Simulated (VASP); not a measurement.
Write the native input for VASP 6.6.1 that does the following.

| Item | Value |
| --- | --- |
| Task | single point |
| Functional | PBEsol |
| Potentials or basis | VASP PAW PBE potentials, release 64 (Li_sv, H) |
| Cutoff | 520 eV |
| k mesh | 8 × 8 × 6 |
| Occupations | gaussian, width 0.02 eV |
| Spin | no spin polarisation |
| Dipole correction | no |
| Further INCAR settings | ALGO = Normal; EDIFF = 1e-06; NBANDS = 12 |

The structure of LiH lies in POSCAR:

```
LiH
1.0
    1.9899771082      1.9899771082      0.0000000000
   -1.9899771082      1.9899771082      0.0000000000
    0.0000000000      0.0000000000      4.0595533006
Li H
2 2
Direct
    0.0000000000      0.0000000000      0.0000000000
    0.5000000000      0.5000000000      0.5000000000
    0.5000000000      0.5000000000      0.0000000000
    0.0000000000      0.0000000000      0.5000000000
```

This cell differs from its parent crystal: strain along c alone, the other axes held: +2.0 %.

These files were run (other wordings do the same):

INCAR

```
PREC = Accurate
ENCUT = 520
EDIFF = 1E-6
ISMEAR = 0
SIGMA = 0.02
LREAL = False
LASPH = True
NELM = 100
ALGO = Normal
ISIF = 2
LWAVE = False
LCHARG = True
GGA = PS
LELF = True
LVHAR = True
NBANDS = 12
```

KPOINTS

```
Automatic mesh
0
Gamma
  8 8 6
```

Potentials or basis: VASP PAW PBE potentials, release 64 (Li_sv, H).

Run with:

```console
$ cat potpaw_PBE.64/Li_sv/POTCAR potpaw_PBE.64/H/POTCAR > POTCAR
$ mpirun -np 1 vasp_std > vasp.out
```

It gave:

```yaml
Band_gap_on_the_k_mesh: 2.52 eV
```

Caveat: the cell differs from its parent crystal (strain along c alone, the other axes held: +2.0 %).

Wall time 11 s on 1 thread of Intel(R) Xeon(R) Platinum 8259CL CPU @ 2.50GHz (Skylake/Cascade Lake) (shared host), peak memory 0.15 GiB.
